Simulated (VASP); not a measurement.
Write the native input for VASP 6.6.1 that does the following.

```
Task                   : single point
Functional             : LDA
Potentials or basis    : VASP PAW LDA potentials, release 64 (H, Br, N)
Cutoff                 : 520 eV
k mesh                 : 4 × 4 × 4
Occupations            : gaussian, width 0.01 eV
Spin                   : no spin polarisation
Dipole correction      : no
Further INCAR settings : ALGO = Normal; EDIFF = 1e-07; NBANDS = 17
```

The structure of H4BrN lies in POSCAR:

```
H4BrN
1.0
    4.0352441067      0.0000000000      0.0000000000
    0.0000000000      4.0352441067      0.0000000000
    0.0000000000      0.0000000000      4.0352441067
H Br N
4 1 1
Direct
    0.1480000000      0.1480000000      0.1480000000
    0.1480000000      0.8520000000      0.8520000000
    0.8520000000      0.8520000000      0.1480000000
    0.8520000000      0.1480000000      0.8520000000
    0.5000000000      0.5000000000      0.5000000000
    0.0000000000      0.0000000000      0.0000000000
```

One way to write it, as run:

INCAR

```
PREC = Accurate
ENCUT = 520
EDIFF = 1E-7
ISMEAR = 0
SIGMA = 0.01
LREAL = F
LASPH = T
NELM = 100
ALGO = Normal
ISIF = 2
LWAVE = F
LCHARG = F
GGA = CA
NBANDS = 17
```

KPOINTS

```
regular mesh
0
Gamma
  4 4 4
```

Potentials or basis: VASP PAW LDA potentials, release 64 (H, Br, N).

Run with:

```sh
$ cat potpaw_LDA.64/H/POTCAR potpaw_LDA.64/Br/POTCAR potpaw_LDA.64/N/POTCAR > POTCAR
$ mpirun -np 1 vasp_std > vasp.out
```

Results of the run:

| Item | Value |
| --- | --- |
| Pressure | -0.6 GPa |
| Largest force | 0.602 eV/Å |
| Band gap on the k mesh | 3.83 eV, indirect (least direct gap 3.92 eV) |

Wall time 11 s on 1 thread of Intel Xeon 6975P-C (shared host), peak memory 0.15 GiB.
